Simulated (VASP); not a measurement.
# CaO in VASP: further runs

Runs on CaO. Level: PBEsol. Tasks: single point, relaxation of cell and atoms.

Everything below comes from runs of VASP 6.6.1. Logs are shortened: lines on timing, memory, paths and dates and some standing lists are left out, and cuts for length are marked.

### 1 The cell of the first run

Symmetry: I4/mmm, No. 139, tetragonal system. Conventional cell: a = 3.438 Å, b = 3.438 Å, c = 4.710 Å, α = 90.00°, β = 90.00°, γ = 90.00°. Ca (site symmetry 4/mmm) has 6 O at 2.35 to 2.43 Å within 3.1 Å. O (site symmetry 4/mmm) has 6 Ca at 2.35 to 2.43 Å within 3.1 Å.

### 2 Single point, PBEsol (in-plane strain +0.02)

Input file INCAR:

```
PREC = Accurate
ENCUT = 520
EDIFF = 1E-6
ISMEAR = 0
SIGMA = 0.01
LREAL = F
LASPH = T
NELM = 100
ALGO = Normal
ISIF = 2
LWAVE = F
LCHARG = T
GGA = PS
LELF = T
LVHAR = T
NBANDS = 15
```

Input file KPOINTS:

```
Automatic mesh
0
Gamma
  8 8 8
```

Input file POSCAR:

```
CaO
1.0
    2.4312477857      2.4312477857      0.0000000000
   -2.4312477857      2.4312477857      0.0000000000
    0.0000000000      2.4312477857      2.3549733453
Ca O
1 1
Direct
    0.0000000000      0.0000000000      0.0000000000
    0.5000000000      0.5000000000      0.0000000000
```

Potentials or basis: VASP PAW PBE potentials, release 64 (Ca_sv, O).

The run is started by

```sh
> cat potpaw_PBE.64/Ca_sv/POTCAR potpaw_PBE.64/O/POTCAR > POTCAR
> mpirun -np 1 vasp_std > vasp.out
```

OUTCAR:

```text
PREC = Accurate
   ENCUT = 520
   EDIFF = 1E-6
   ISMEAR = 0
   LREAL = F
   LASPH = T
   NELM = 100
   ISIF = 2
   GGA = PS

 ion  position               nearest neighbor table
   1  0.000  0.000  0.000-   2 2.35   2 2.35   2 2.43   2 2.43   2 2.43   2 2.43
   2  0.500  0.500  0.000-   1 2.35   1 2.35   1 2.43   1 2.43   1 2.43   1 2.43

  LATTYP: Found a body centered tetragonal cell.
 ALAT       =     3.4383035920
 C/A-ratio  =     1.3698460780

  Lattice vectors:

 A1 = (   2.4312477857,   0.0000000000,  -2.3549733453)
 A2 = (  -2.4312477857,   0.0000000000,  -2.3549733453)
 A3 = (   0.0000000000,   2.4312477857,   2.3549733453)

Analysis of symmetry for initial positions (statically):
=====================================================================
 Subroutine PRICEL returns:
 Original cell was already a primitive cell.

 Routine SETGRP: Setting up the symmetry group for a
 body centered tetragonal supercell.

 Subroutine GETGRP returns: Found 16 space group operations
 (whereof 16 operations were pure point group operations)
 out of a pool of 16 trial point group operations.

The static configuration has the point symmetry D_4h.

Analysis of symmetry for dynamics (positions and initial velocities):
=====================================================================
 Subroutine PRICEL returns:
 Original cell was already a primitive cell.

 Routine SETGRP: Setting up the symmetry group for a
 body centered tetragonal supercell.

 Subroutine GETGRP returns: Found 16 space group operations
 (whereof 16 operations were pure point group operations)
 out of a pool of 16 trial point group operations.

The dynamic configuration has the point symmetry D_4h.

 Subroutine INISYM returns: Found 16 space group operations
 (whereof 16 operations are pure point group operations),
 and found     1 'primitive' translations

----------------------------------------------------------------------------------------

                                     Primitive cell

  volume of cell :      27.8403

  direct lattice vectors                    reciprocal lattice vectors
     2.431247786  2.431247786  0.000000000     0.205655714  0.205655714 -0.212316628
    -2.431247786  2.431247786  0.000000000    -0.205655714  0.205655714 -0.212316628
     0.000000000  2.431247786  2.354973345     0.000000000  0.000000000  0.424633256

  length of vectors
     3.438303592  3.438303592  3.384799145     0.360092899  0.360092899  0.424633256

  position of ions in fractional coordinates (direct lattice)
     0.000000000  0.000000000  0.000000000
     0.500000000  0.500000000  0.000000000

  ion indices of the primitive-cell ions
   primitive index   ion index
                 1           1
                 2           2

----------------------------------------------------------------------------------------

 KPOINTS: Automatic mesh

Automatic generation of k-mesh.
 Grid dimensions read from file:
 generate k-points for:    8    8    8

 Generating k-lattice:

  Cartesian coordinates                     Fractional coordinates (reciprocal lattice)
     0.025706964  0.025706964 -0.026539579     0.125000000  0.000000000  0.000000000
    -0.025706964  0.025706964 -0.026539579     0.000000000  0.125000000  0.000000000
     0.000000000  0.000000000  0.053079157     0.000000000  0.000000000  0.125000000

  Length of vectors
     0.045011612  0.045011612  0.053079157

  Shift w.r.t. Gamma in fractional coordinates (k-lattice)
     0.000000000  0.000000000  0.000000000

 Subroutine IBZKPT returns following result:
 ===========================================

 Found     59 irreducible k-points:

 Following reciprocal coordinates:
            Coordinates               Weight
  0.000000  0.000000  0.000000      1.000000
  0.125000  0.000000 -0.000000      8.000000
  0.250000  0.000000 -0.000000      8.000000
  0.375000  0.000000 -0.000000      8.000000
  0.500000  0.000000 -0.000000      4.000000
  0.125000  0.125000 -0.000000      8.000000
[... 16 lines left out ...]
  0.250000  0.000000  0.125000      4.000000
  0.375000  0.000000  0.125000      8.000000
 [... further k-points ...]
   k-points           NKPTS =     59   k-points in BZ     NKDIM =     59   number of bands    NBANDS=     15
   number of dos      NEDOS =    301   number of ions     NIONS =      2
   total plane-waves  NPLWV =  21952
   dimension x,y,z NGX =    28 NGY =   28 NGZ =   28
   dimension x,y,z NGXF=    56 NGYF=   56 NGZF=   56
   ions per type =               1   1
   NGX,Y,Z   is equivalent  to a cutoff of  13.54, 13.54, 13.75 a.u.
   NGXF,Y,Z  is equivalent  to a cutoff of  27.08, 27.08, 27.50 a.u.
 SYSTEM =  unknown system
   PREC   = accura    normal or accurate (medium, high low for compatibility)
   ISTART =      0    job   : 0-new  1-cont  2-samecut
   ICHARG =      2    charge: 1-file 2-atom 10-const
   ISPIN  =      1    spin polarized calculation?
   LNONCOLLINEAR =      F non collinear calculations
   LSORBIT =      F    spin-orbit coupling
   LASPH  =      T    aspherical Exc in radial PAW
   ENCUT  =  520.0 eV  38.22 Ry    6.18 a.u.   6.39  6.39  6.29*2*pi/ulx,y,z
   NELM   =    100;   NELMIN=  2; NELMDL= -5     # of ELM steps
   EDIFF  = 0.1E-05   stopping-criterion for ELM
   LREAL  =      F    real-space projection
   EDIFFG = 0.1E-04   stopping-criterion for IOM
   NSW    =      0    number of steps for IOM
   IBRION =     -1    ionic relax: 0-MD 1-quasi-New 2-CG
   NFREE  =      0    steps in history (QN), initial steepest desc. (CG)
   ISIF   =      2    stress and relaxation
   ISYM   =      2    0-nonsym 1-usesym 2-fastsym
   POTIM  = 0.5000    time-step for ionic-motion
   TEBEG  =    0.0;   TEEND  =   0.0 temperature during run
   PSTRESS=    0.0 pullay stress
   NELECT =      16.0000    total number of electrons
   NUPDOWN=      -1.0000    fix difference up-down
   EMIN   =  10.00;   EMAX   =-10.00  energy-range for DOS
   EFERMI =   0.00;   METHOD = LEGACY
   ISMEAR =     0;   SIGMA  =   0.01  broadening in eV -4-tet -1-fermi 0-gaus
   EFERMI_NEDOS =   21; number of points for ismear=-14 and -15
   IALGO  =     38    algorithm
   IMIX   =      4    mixing-type and parameters
     AMIX     =   0.40;   BMIX     =  1.00
     AMIX_MAG =   1.60;   BMIX_MAG =  1.00
  volume/ion in A,a.u.               =      13.92        93.94
  Fermi-wavevector in a.u.,A,eV,Ry     =   1.361100  2.572106 25.206058  1.852593
  Thomas-Fermi vector in A             =   2.487705
   LORBIT       =      0    0 simple, 1 ext, 2 COOP (PROOUT), +10 PAW based schemes
   GGA     = PS    functional components
   LHFCALC =     F    Hartree Fock is set to
   AEXX    =    0.0000 exact exchange contribution
   IVDW    =     0    specifies the selected vdW correction
   LEPSILON=     F    determine dielectric tensor
   LRPA    =     F    only Hartree local field effects (RPA)
 non-spin polarized calculation
 Gauss-broadening in eV      SIGMA  =   0.01
  energy-cutoff  :      520.00
  volume of cell :       27.84
 maximum number of plane-waves:       764
 NGX is ok and might be reduce to    28
   NGX = 13   NGY = 13   NGZ = 13

 number of electron      15.9999999 magnetization

 Free energy of the ion-electron system (eV)
  ---------------------------------------------------
  ext. energy  EPLUGINS =         0.00000000
  ---------------------------------------------------
  free energy    TOTEN  =       -13.39810784 eV

  energy without entropy =      -13.39810784  energy(sigma->0) =      -13.39810784

 E-fermi :   2.3896     XC(G=0): -10.7193

 val. band max:        2.2345318912   @ k =   0.0000   0.0000   0.0000
 cond. band min:       5.6467240953   @ k =   0.0000   0.0000   0.5000
 fundamental gap:      3.4121922041
 Fermi energy:         2.3895864430

 k-point     1 :       0.0000    0.0000    0.0000
  band No.  band energies     occupation
      1     -35.2145      2.00000
      2     -16.0643      2.00000
      3     -16.0643      2.00000
      4     -16.0469      2.00000
      5     -13.2624      2.00000
      6       2.1511      2.00000
      7       2.1511      2.00000
      8       2.2345      2.00000
      9       6.6849      0.00000
     10       8.2981      0.00000
     11       8.2981      0.00000
     12       8.5173      0.00000
     13       9.7509      0.00000
     14      10.0868      0.00000
     15      17.0009      0.00000

 k-point     2 :       0.1250    0.0000   -0.0000
  band No.  band energies     occupation
      1     -35.1992      2.00000
      2     -16.2785      2.00000
      3     -16.0751      2.00000
      4     -16.0592      2.00000
      5     -13.0304      2.00000
      6       1.6260      2.00000
      7       1.9418      2.00000
      8       1.9909      2.00000
      9       7.3748      0.00000
     10       8.3086      0.00000
     11       8.5794      0.00000
     12       8.7143      0.00000
     13      10.1146      0.00000
     14      10.4702      0.00000
     15      17.6090      0.00000

 k-point     3 :       0.2500    0.0000   -0.0000
  band No.  band energies     occupation
      1     -35.1619      2.00000
      2     -16.7149      2.00000
      3     -16.1008      2.00000
      4     -16.0732      2.00000
      5     -12.5638      2.00000
      6       0.6101      2.00000
      7       1.4949      2.00000
      8       1.5200      2.00000
      9       8.3642      0.00000
     10       8.8466      0.00000
     11       9.3164      0.00000
     12       9.3766      0.00000
     13      10.9941      0.00000
     14      11.3843      0.00000
     15      17.9790      0.00000

 k-point     4 :       0.3750    0.0000   -0.0000
  band No.  band energies     occupation
      1     -35.1242      2.00000
      2     -17.0738      2.00000
      3     -16.1262      2.00000
      4     -16.0869      2.00000
      5     -12.1713      2.00000
      6      -0.2053      2.00000
      7       1.1078      2.00000
      8       1.1128      2.00000
      9       8.8339      0.00000
     10      10.0460      0.00000
     11      10.1674      0.00000
     12      10.1789      0.00000
     13      11.9710      0.00000
     14      12.3447      0.00000
     15      16.8781      0.00000
[... 307 lines left out ...]
 k-point    22 :       0.0000    0.0000    0.1250
  band No.  band energies     occupation
      1     -35.1927      2.00000
      2     -16.3059      2.00000
      3     -16.1018      2.00000
      4     -16.1018      2.00000
      5     -12.9351      2.00000
      6       1.3361      2.00000
      7       2.0091      2.00000
      8       2.0091      2.00000
      9       7.3490      0.00000
     10       7.9182      0.00000
     11       8.9258      0.00000
     12       8.9258      0.00000
     13       9.9245      0.00000
     14      11.0574      0.00000
     15      17.8651      0.00000

 k-point    23 :       0.2500    0.0000    0.1250
  band No.  band energies     occupation
      1     -35.1776      2.00000
      2     -16.4767      2.00000
      3     -16.1219      2.00000
      4     -16.0747      2.00000
      5     -12.8103      2.00000
      6       0.9800      2.00000
      7       1.6001      2.00000
      8       1.9755      2.00000
      9       8.0891      0.00000
     10       8.2705      0.00000
     11       8.7621      0.00000
     12       9.4992      0.00000
     13      10.6104      0.00000
     14      10.8601      0.00000
     15      18.2574      0.00000

 k-point    24 :       0.3750    0.0000    0.1250
  band No.  band energies     occupation
      1     -35.1405      2.00000
      2     -16.8020      2.00000
      3     -16.1732      2.00000
      4     -16.1008      2.00000
      5     -12.4683      2.00000
      6       0.2716      2.00000
      7       1.2264      2.00000
      8       1.5856      2.00000
      9       8.2821      0.00000
     10       9.3893      0.00000
     11       9.4208      0.00000
     12      10.2982      0.00000
     13      11.4707      0.00000
     14      11.7578      0.00000
     15      17.8525      0.00000

 [... further k-points ...]
[... 5 lines left out ...]
  --------------------------------------------------------------------------------------
  -------------------------------------------------------------------------------------
  Total       -0.6760264     -0.6760264      0.2115787      0.0000000     -0.0000000      0.0000000
  in kB      -38.9044938    -38.9044938     12.1760944      0.0000000     -0.0000000      0.0000000
  external PRESSURE =     -21.8776311 kB  Pullay stress =       0.0000000 kB

 VOLUME and BASIS-vectors are now :
 -----------------------------------------------------------------------------
  energy-cutoff  :      520.00
  volume of cell :       27.84
      direct lattice vectors                 reciprocal lattice vectors
     2.431247786  2.431247786  0.000000000     0.205655714  0.205655714 -0.212316628
    -2.431247786  2.431247786  0.000000000    -0.205655714  0.205655714 -0.212316628
     0.000000000  2.431247786  2.354973345     0.000000000  0.000000000  0.424633256

 POSITION                                       TOTAL-FORCE (eV/Angst)
 -----------------------------------------------------------------------------------
      0.00000      0.00000      0.00000         0.000000      0.000000      0.000000
      0.00000      2.43125      0.00000        -0.000000     -0.000000      0.000000
 -----------------------------------------------------------------------------------
    total drift:                               -0.000000      0.000000     -0.000000

  FREE ENERGIE OF THE ION-ELECTRON SYSTEM (eV)
  ---------------------------------------------------
  free  energy   TOTEN  =       -13.3981078363 eV

  energy  without entropy=      -13.3981078363  energy(sigma->0) =      -13.39810784
```

Wall time 23 s (1 thread of Intel Xeon 6975P-C, shared host); peak memory 0.17 GiB.

Results:

* Free energy: -13.3981 eV
* Pressure: -2.2 GPa
* Band gap on the k mesh: 3.41 eV, indirect (least direct gap 3.89 eV)

Caveat: the cell differs from its parent crystal (in-plane strain +0.02); the PAW data sets were made with another functional, which shifts forces and pressure a little. A k mesh can miss the band edges.

(Part 1 of 2 ends here.)
